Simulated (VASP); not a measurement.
Write the native input for VASP 6.6.1 that does the following.

```yaml
Task: single point
Functional: PBE
Potentials_or_basis: VASP PAW PBE potentials, release 64 (Na_pv, H)
Cutoff: 520 eV
k_mesh: 6 × 6 × 2
Occupations: gaussian, width 0.01 eV
Spin: no spin polarisation
Dipole_correction: no
Further_INCAR_settings: ALGO = Normal; EDIFF = 1e-06; NBANDS = 16
```

The structure of NaH lies in POSCAR:

```
NaH
1.0
    3.3191587684      0.0000000000      0.0000000000
   -1.6595793842      2.8744758126      0.0000000000
    0.0000000000      0.0000000000      5.8309537807
Na H
2 2
Direct
    0.0000000000      0.0000000000      0.0000000000
    0.0000000000      0.0000000000      0.5000000000
    0.3333333333      0.6666666667      0.2500000000
    0.6666666667      0.3333333333      0.7500000000
```

These files were run (other wordings do the same):

INCAR

```
SYSTEM = NaH
PREC = Accurate
ENCUT = 520
EDIFF = 1E-6
ISMEAR = 0
SIGMA = 0.01
LREAL = .FALSE.
LASPH = .TRUE.
NELM = 60
ALGO = Normal
ISIF = 2
LWAVE = .FALSE.
LCHARG = .FALSE.
GGA = PE
NBANDS = 16
```

KPOINTS

```
Automatic mesh
0
G
  6 6 2
  0 0 0
```

Potentials or basis: VASP PAW PBE potentials, release 64 (Na_pv, H).

Command:

```sh
$ cat potpaw_PBE.64/Na_pv/POTCAR potpaw_PBE.64/H/POTCAR > POTCAR
$ mpirun -np 1 vasp_std > vasp.out
```

Results of the run:

The pressure is 0.6 GPa. The band gap on the k mesh is 3.44 eV, indirect (least direct gap 4.57 eV).

Caveat: the k points lie up to 0.54 Å⁻¹ apart.

Wall time 10 s on 1 thread of Intel(R) Xeon(R) Platinum 8488C (Sapphire Rapids) (shared host), peak memory 0.17 GiB.
